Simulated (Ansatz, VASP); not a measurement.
## ZrS4 in VASP and in Ansatz

```
Zr S
1.0
     4.96046    0.00000    0.00000
     0.00000    4.96046    0.00000
     0.00000    0.00000    4.96046
Zr S
1 4
Direct
  0.50000 0.50000 0.50000
  0.00000 0.50000 0.50000
  0.50000 0.00000 0.50000
  0.50000 0.50000 0.00000
  0.00000 0.00000 0.00000
```

Alike in both runs: task relaxation of cell and atoms; functional PBE; k mesh 8 × 8 × 8; occupations gaussian, width 0.1 eV; no spin polarisation.

|  | VASP | Ansatz |
| --- | --- | --- |
| version | VASP 6.6.1 | Ansatz 0.2.0 |
| potentials or method | VASP PAW PBE potentials, release 64 (Zr_sv, S), cutoff 600 eV | scalar-relativistic, plane waves, PAW |
| valence electrons in the cell | 36 | 36 |

|  | VASP | Ansatz | Ansatz less VASP |
| --- | --- | --- | --- |
| gap on the k mesh at the Fermi level, each at its own relaxed structure (eV) | none | none | - |
| relaxed volume (Å³/atom) | 24.41 | 24.41 | 0.000 |
| relaxed cell length with the largest relative difference (Å) | 4.960 | 4.960 | 0.0000 |

A gap of «none» marks a metal or a gap that the smearing closes.

Noted on VASP's run: the relaxation stopped at its first step, so nothing moved.
